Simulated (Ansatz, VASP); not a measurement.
This is a calculation of CoO for VASP 6.6.1.

Contents of INCAR:

```
PREC = Accurate
ENCUT = 1340
EDIFF = 1E-6
ISMEAR = -1
SIGMA = 0.05
LREAL = False
LASPH = True
NELM = 200
ALGO = Normal
ISIF = 2
LWAVE = False
LCHARG = False
ISPIN = 2
MAGMOM = 2 0
LORBIT = 11
LMAXMIX = 4
GGA = PE
NBANDS = 22
GGA_COMPAT = False
```

Contents of KPOINTS:

```
Automatic mesh
0
Gamma
  11 11 10
```

The input POSCAR:

```
CoO
1.0
    2.7979910480      0.0000000000      0.0000000000
   -1.3989955191      2.4231313233      0.0000000000
    0.0000000000      0.0000000000      2.7307006334
Co O
1 1
Direct
    0.0000000000      0.0000000000      0.0000000000
    0.6666666667      0.3333333333      0.5000000000
```

Potentials or basis: VASP PAW PBE potentials, release 64 (Co_sv, O_h).

The run is started by

```console
$ cat potpaw_PBE.64/Co_sv/POTCAR potpaw_PBE.64/O_h/POTCAR > POTCAR
$ mpirun -np 1 vasp_std > vasp.out
```

Problem. Set up the same calculation for Ansatz 0.2.0. Potentials there: Ansatz PAW.

Solution. As run (the cutoff follows the program's own potentials):

Contents of input.yaml:

```yaml
crystal:
  lattice:
    - [2.797991048, 0.0, 0.0]
    - [-1.3989955191, 2.4231313233, 0.0]
    - [0.0, 0.0, 2.7307006334]
  atoms:
    - { symbol: Co, position: [0.0, 0.0, 0.0], spin: 2.0 }
    - { symbol: O, position: [0.6666666667, 0.3333333333, 0.5] }
hamiltonian:
  xc: pbe
  pseudopotentials: { kind: paw }
magnetization:
  spin_polarized: true
kpoints:
  mp_grid: { grid: [11, 11, 10] }
scf:
  occupations: { method: fermi_dirac, width: 0.05 }
output:
  forces: true
  stress: true
  eigenvalues: true
```

Potentials or basis: Ansatz PAW.

Launch:

```sh
$ ansatz run input.yaml --threads 2 --pin off --max-ram 5120MiB --backend cpu --events-out ev --progress --plain --runs-dir out
```

Both were run:

|  | VASP | Ansatz | Ansatz less VASP |
| --- | --- | --- | --- |
| gap on the k mesh at the Fermi level (eV) | none | none | - |
| pressure (GPa) | 2.5 | 3.1 | +0.67 |
| traceless stress, the component that is largest in VASP (GPa) | -1.02 | -0.98 | +0.039 |
| net moment per atom (μB) | 1.50 | 1.50 | 0.000 |
| size of the moment on the site where the two differ most (μB) | 0.31 | 0.43 | +0.117 |

Site moments also hang on the region over which each program counts them. A gap of «none» marks a metal or a gap that the smearing closes.
